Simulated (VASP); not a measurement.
Input of a VASP 6.6.1 run:

The input INCAR:

```
SYSTEM = Si
  PREC = Accurate
  ENCUT = 520
  EDIFF = 1E-7
  ISMEAR = -1
  SIGMA = 0.02
  LREAL = Auto
  LASPH = .TRUE.
  NELM = 100
  ALGO = Normal
  ISIF = 2
  LWAVE = .FALSE.
  LCHARG = .FALSE.
  GGA = PS
  IBRION = 2
  NSW = 45
  EDIFFG = -0.08
```

The input KPOINTS:

```
Automatic mesh
0
G
  2 2 2
  0 0 0
```

File POSCAR:

```
Si
1.0
    0.0000000000      5.4300000000      5.4300000000
    5.4300000000      0.0000000000      5.4300000000
    5.4300000000      5.4300000000      0.0000000000
Si
17
Direct
    0.0000000000      0.0000000000      0.0000000000
    0.1250000000      0.1250000000      0.1250000000
    0.0000000000      0.0000000000      0.5000000000
    0.1250000000      0.1250000000      0.6250000000
    0.0000000000      0.5000000000      0.0000000000
    0.1250000000      0.6250000000      0.1250000000
    0.0000000000      0.5000000000      0.5000000000
    0.1250000000      0.6250000000      0.6250000000
    0.5000000000      0.0000000000      0.0000000000
    0.6250000000      0.1250000000      0.1250000000
    0.5000000000      0.0000000000      0.5000000000
    0.6250000000      0.1250000000      0.6250000000
    0.5000000000      0.5000000000      0.0000000000
    0.6250000000      0.6250000000      0.1250000000
    0.5000000000      0.5000000000      0.5000000000
    0.6250000000      0.6250000000      0.6250000000
    0.3782675000      0.3759699000      0.3704479000
```

Potentials or basis: VASP PAW PBE potentials, release 64 (Si).

Launch:

```bash
$ cat potpaw_PBE.64/Si/POTCAR > POTCAR
$ mpirun -np 1 vasp_std > vasp.out
```

What does it give for the energy gained by relaxing?

7.1 meV/atom.

Estimate the band gap on the k mesh.

zero (bands 34 and 35 overlap by 0.25 eV).

The path:
```csv
step,energy change (eV),largest force (eV/Å),pressure (GPa)
1,0.0000,1.0400,3.98
2,-0.1170,0.1171,3.51
3,-0.1181,0.1495,3.47
4,-0.1202,0.0465,3.48
```

Caveat: the k points lie up to 0.50 Å⁻¹ apart; the PAW data sets were made with another functional, which shifts forces and pressure a little; the relaxation stopped at a loose force limit of 0.08 eV/Å, so its end isn't a converged minimum.
